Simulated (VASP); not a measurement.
A run of VASP 6.6.1 is set up as follows.

File INCAR:

```
SYSTEM = CuF3
PREC = Accurate ; ENCUT = 600
EDIFF = 1E-6 ; ISMEAR = -1
SIGMA = 0.0484 ; LREAL = .FALSE.
LASPH = .TRUE. ; NELM = 200
ALGO = Normal ; ISIF = 2
LWAVE = .FALSE. ; LCHARG = .TRUE.
ISPIN = 2 ; MAGMOM = 2 0 0 0
LORBIT = 11 ; LMAXMIX = 4
LDAU = .TRUE. ; LDAUTYPE = 2
LDAUL = 2 -1 ; LDAUU = 5.28 0
LDAUJ = 0 0 ; LDAUPRINT = 1
GGA = PE ; LELF = .TRUE.
LVHAR = .TRUE. ; NBANDS = 28
GGA_COMPAT = .FALSE.
```

KPOINTS

```
regular mesh
0
G
  6 6 6
  0 0 0
```

File POSCAR:

```
CuF3
1.0
    3.7148614000      0.0000000000      0.0000000000
    0.0000000000      3.7148614000      0.0000000000
    0.0000000000      0.0000000000      3.7148614000
Cu F
1 3
Direct
    0.0000000000      0.0000000000      0.0000000000
    0.5000000000      0.0000000000      0.0000000000
    0.0000000000      0.5000000000      0.0000000000
    0.0000000000      0.0000000000      0.5000000000
```

Potentials or basis: VASP PAW PBE potentials, release 64 (Cu, F).

Run with:

```sh
$ cat potpaw_PBE.64/Cu/POTCAR potpaw_PBE.64/F/POTCAR > POTCAR
$ mpirun -np 1 vasp_std > vasp.out
```

(1) Predict the pressure.

(2) What does it give for the site moments?

(3) Estimate the net moment.

## Answers

(1) 5.6 GPa.

(2) Cu +0.83; F +0.10 μB.

(3) 1.14 μB per cell.

Caveat: a cell with one magnetic atom can't hold antiferromagnetic order, which such compounds often take.
